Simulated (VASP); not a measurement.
A run of VASP 6.6.1 is set up as follows.

INCAR

```
  AGGAC = 1.0
  AGGAX = 1.0
  ALDAC = 0.0
  ALDAX = 1.0
  ALGO = Normal
  EDIFF = 1E-6
  EDIFFG = -0.01
  ENCUT = 600
  GGA = B5
  IBRION = 2
  ISIF = 3
  ISMEAR = -1
  IVDW = 13
  LASPH = True
  LCHARG = False
  LREAL = False
  LWAVE = False
  NELM = 80
  NSW = 60
  PREC = Accurate
  SIGMA = 0.05
  VDW_A1 = 0.44488865
  VDW_A2 = 4.0933009
  VDW_S6 = 1.0
  VDW_S8 = 2.34076671
```

Contents of KPOINTS:

```
k-points
0
Gamma
  11 11 11
```

File POSCAR:

```
Ge
1.0
   -0.0282083000      2.1019966500      2.1134578200
    2.0716247400     -0.0325513900      2.1178009100
    2.0429605600      2.0776755600     -0.0038872100
Ge
1
Direct
    0.0000000000      0.0000000000      0.0000000000
```

Potentials or basis: VASP PAW PBE potentials, release 64 (Ge_d).

Command:

```sh
$ cat potpaw_PBE.64/Ge_d/POTCAR > POTCAR
$ mpirun -np 1 vasp_std > vasp.out
```

Question: Predict the band gap on the k mesh.

Answer: Zero (band 7 reaches 11.40 eV, above the bottom of band 8 at 3.36 eV).

Question: Predict the relaxed cell.

Answer: a = 3.249 Å, b = 3.248 Å, c = 3.241 Å, α = 60.07°, β = 60.07°, γ = 59.81°.

Final structure:
```xyz
1
Lattice="0.0010 2.2916 2.3027 2.2908 0.0006 2.3023 2.2923 2.2917 -0.0001" Properties=species:S:1:pos:R:3 pbc="T T T"
Ge    0.0000    0.0000    0.0000
```
